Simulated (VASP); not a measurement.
A run of VASP 6.6.1:

POSCAR

```
Sb
1.0
    3.3338465302      0.0000000000      0.0000000000
   -1.6669232651      2.8871957875      0.0000000000
    0.0000000000      0.0000000000     16.0000000000
Sb
1
Direct
    0.0000000000      0.0000000000      0.5000000000
```

The input INCAR.step1:

```
PREC = Accurate
ENCUT = 520
EDIFF = 1E-6
ISMEAR = -1
SIGMA = 0.1
LREAL = F
LASPH = T
NELM = 60
ALGO = Normal
ISIF = 2
LWAVE = F
LCHARG = T
LDIPOL = T
IDIPOL = 3
DIPOL = 0.5 0.5 0.500
GGA = PS
NBANDS = 8
```

The input KPOINTS.step1:

```
regular mesh
0
Gamma
  11 11 1
```

The input INCAR.step2:

```
PREC = Accurate
ENCUT = 520
EDIFF = 1E-6
ISMEAR = -5
SIGMA = 0.1
LREAL = F
LASPH = T
NELM = 60
ALGO = Normal
ISIF = 2
LWAVE = F
LCHARG = F
LDIPOL = T
IDIPOL = 3
DIPOL = 0.5 0.5 0.500
GGA = PS
LORBIT = 10
NEDOS = 1001
ICHARG = 11
```

Contents of KPOINTS.step2:

```
regular mesh
0
Gamma
  17 17 1
```

Potentials or basis: VASP PAW PBE potentials, release 64 (Sb).

Launch:

```sh
$ cat potpaw_PBE.64/Sb/POTCAR > POTCAR
$ cp INCAR.step1 INCAR
$ cp KPOINTS.step1 KPOINTS
$ mpirun -np 1 vasp_std > vasp.out
$ cp INCAR.step2 INCAR
$ cp KPOINTS.step2 KPOINTS
$ mpirun -np 1 vasp_std > vasp.out
```

Hardware: 1 thread of Intel Xeon 8259CL (shared host).

**Question.** Estimate the wall time of this run.

**Answer.** It took 83 s on 1 thread of Intel Xeon 8259CL, on a shared host, peak memory 0.28 GiB. Counts: k points 33.
